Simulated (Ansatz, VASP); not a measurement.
## LiCl in VASP and in Ansatz

File POSCAR:

```
LiCl
1.0
    0.0000000000      2.7330425439      2.7330425439
    2.7330425439      0.0000000000      2.7330425439
    2.7330425439      2.7330425439      0.0000000000
Li Cl
1 1
Direct
    0.0000000000      0.0000000000      0.0000000000
    0.2500000000      0.2500000000      0.2500000000
```

Contents of INCAR.step1:

```
  PREC = Accurate
  ENCUT = 520
  EDIFF = 1E-5
  ISMEAR = 0
  SIGMA = 0.01
  LREAL = F
  LASPH = T
  NELM = 100
  ALGO = Normal
  ISIF = 2
  LWAVE = T
  LCHARG = F
  NBANDS = 12
  GGA = PE
```

File INCAR.step2:

```
  PREC = Accurate
  ENCUT = 520
  EDIFF = 1E-6
  ISMEAR = 0
  SIGMA = 0.01
  LREAL = F
  LASPH = T
  NELM = 100
  ALGO = Normal
  ISIF = 2
  LWAVE = F
  LCHARG = F
  GGA = PE
  LHFCALC = T
  AEXX = 0.2
  HFSCREEN = 0.3
  PRECFOCK = Normal
  NBANDS = 12
  ISTART = 1
```

File KPOINTS:

```
Automatic mesh
0
Gamma
  4 4 4
```

Input for Ansatz:

```yaml
crystal:
  lattice:
    - [0.0, 2.7330425439, 2.7330425439]
    - [2.7330425439, 0.0, 2.7330425439]
    - [2.7330425439, 2.7330425439, 0.0]
  atoms:
    - { symbol: Li, position: [0.0, 0.0, 0.0] }
    - { symbol: Cl, position: [0.25, 0.25, 0.25] }
kpoints:
  mp_grid: { grid: [4, 4, 4] }
hamiltonian:
  xc: { exchange: pbe, correlation: pbe, exx: { coeff: 0.2, omega: 0.3 } }
scf:
  occupations: { method: fixed }
  n_extra_bands: 4
output:
  forces: true
  stress: true
  eigenvalues: true
```

Alike in both runs: task single point; functional PBE-based screened hybrid; k mesh 4 × 4 × 4; no spin polarisation.

|  | VASP | Ansatz |
| --- | --- | --- |
| version | VASP 6.6.1 | Ansatz 0.2.0 |
| potentials or method | VASP PAW PBE potentials, release 64 (Li_sv, Cl) | plane waves |
| plane-wave cutoff (eV) | 520 | 420 |
| occupations | gaussian, width 0.01 eV | fixed |
| valence electrons in the cell | 10 | 10 |

```csv
,VASP,Ansatz,Ansatz less VASP
gap on the k mesh at the Fermi level (eV),6.92,6.92,0.000
```

VASP's potentials were made for PBE, not for PBE-based screened hybrid. Ansatz's warnings: stress exchange threshold loose, stress scf threshold loose.

The k mesh is coarse, so the values compare programs but aren't converged. Noted on VASP's run: the cutoff is short for stress, so the pressure is rough.
